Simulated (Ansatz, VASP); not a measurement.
BN: VASP beside Ansatz

The input INCAR:

```
  ALGO = Normal
  EDIFF = 1E-6
  ENCUT = 520
  GGA = PS
  ISIF = 2
  ISMEAR = 0
  LASPH = T
  LCHARG = F
  LREAL = F
  LWAVE = F
  NBANDS = 11
  NELM = 100
  PREC = Accurate
  SIGMA = 0.05
```

Contents of KPOINTS:

```
k-points
0
Gamma
  12 12 12
```

Contents of POSCAR:

```
BN
1.0
    1.2511217832      0.7223354983      3.3729344033
   -1.2511217832      0.7223354983      3.3729344033
    0.0000000000     -1.4446709967      3.3729344033
B N
1 1
Direct
    1.0100479212      1.0100479212      1.0100479212
    0.3247534930      0.3247534930      0.3247534930
```

Input for Ansatz:

```yaml
crystal:
  lattice:
    - [1.2511217832, 0.7223354983, 3.3729344033]
    - [-1.2511217832, 0.7223354983, 3.3729344033]
    - [0.0, -1.4446709967, 3.3729344033]
  atoms:
    - { symbol: B, position: [1.0100479212, 1.0100479212, 1.0100479212] }
    - { symbol: "N", position: [0.324753493, 0.324753493, 0.324753493] }
basis:
  ecutwfc: 420
kpoints:
  mp_grid: { grid: [12, 12, 12] }
hamiltonian:
  xc: pbesol
scf:
  occupations: { method: gaussian, width: 0.05 }
output:
  forces: true
  stress: true
  eigenvalues: true
```

Change from the starting cell: mode 4 (749.1 1/cm) frozen in, largest displacement +0.105 Å.

Alike in both runs: task single point; functional PBEsol; k mesh 12 × 12 × 12; occupations gaussian, width 0.05 eV; no spin polarisation.

|  | VASP | Ansatz |
| --- | --- | --- |
| version | VASP 6.6.1 | Ansatz 0.2.0 |
| potentials or method | VASP PAW PBE potentials, release 64 (B, N), cutoff 520 eV | scalar-relativistic, plane waves, PAW |
| valence electrons in the cell | 8 | 8 |

Ansatz gave:

| Item | Value |
| --- | --- |
| gap on the k mesh at the Fermi level (eV) | 4.28 |
| least direct gap on the mesh (eV) | 4.64 |
| pressure (GPa) | -1.8 |
| traceless stress, the component that is largest in VASP (GPa) | -3.17 |
| rms of the force components (eV/Å) | 1.361 |

Which values does VASP return?

gap on the k mesh at the Fermi level (eV): 4.27; least direct gap on the mesh (eV): 4.63; pressure (GPa): -1.5; traceless stress, the component that is largest in VASP (GPa): -3.64; rms of the force components (eV/Å): 1.362.

VASP's potentials were made for PBE, not for PBEsol. Atom by atom the forces differ by 0.001 eV/Å (rms over components).
